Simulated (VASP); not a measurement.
Wanted: the native input for a VASP 6.6.1 run.

* Task: single point
* Functional: PBE
* Potentials or basis: VASP PAW PBE potentials, release 64 (Mg, Cd, O)
* Cutoff: 520 eV
* k mesh: 4 × 4 × 6
* Occupations: gaussian, width 0.1 eV
* Spin: collinear spin, ferromagnetic start
* Starting moments: [0.0, 0.0, 0.0, 0.0, 1.0, 1.0, 1.0, 1.0] μB
* Dipole correction: no
* Further INCAR settings: ALGO = Normal; EDIFF = 1e-06; NBANDS = 45

The structure of MgCd3O4 lies in POSCAR:

```
MgCd3O4
1.0
    3.3001728000     -4.6678028000      0.0000000000
    3.3001728000      4.6678028000      0.0000000000
    0.0000000000      0.0000000000      3.2862608000
Mg Cd O
1 3 4
Direct
    0.5000000000      0.5000000000      0.5000000000
    0.0000000000      0.5000000000      0.0000000000
    0.0000000000      0.0000000000      0.5000000000
    0.5000000000      0.0000000000      0.0000000000
    0.7316240000      0.7316240000      0.0000000000
    0.7359300000      0.2640700000      0.5000000000
    0.2640700000      0.7359300000      0.5000000000
    0.2683760000      0.2683760000      0.0000000000
```

One way to write it, as run:

INCAR

```
SYSTEM = MgCd3O4
PREC = Accurate
ENCUT = 520
EDIFF = 1E-6
ISMEAR = 0
SIGMA = 0.1
LREAL = .False.
LASPH = .True.
NELM = 150
ALGO = Normal
ISIF = 2
LWAVE = .False.
LCHARG = .True.
ISPIN = 2
MAGMOM = 0 0 0 0 1 1 1 1
LORBIT = 11
GGA = PE
LELF = .True.
LVHAR = .True.
NBANDS = 45
```

KPOINTS

```
regular mesh
0
Gamma
  4 4 6
  0 0 0
```

Potentials or basis: VASP PAW PBE potentials, release 64 (Mg, Cd, O).

Run with:

```bash
$ cat potpaw_PBE.64/Mg/POTCAR potpaw_PBE.64/Cd/POTCAR potpaw_PBE.64/O/POTCAR > POTCAR
$ mpirun -np 1 vasp_std > vasp.out
```

It gave:

- Pressure: 1.0 GPa
- Largest force: 0.078 eV/Å
- Net moment: 0.00 μB per cell
- Valence electrons inside the program's atomic spheres: Mg 0.30; Cd 10.27, 10.20; O 4.95

Run time: 6.8 min on 1 thread of Oxide Virtual Turin-like Processor (shared host), peak memory 0.35 GiB.
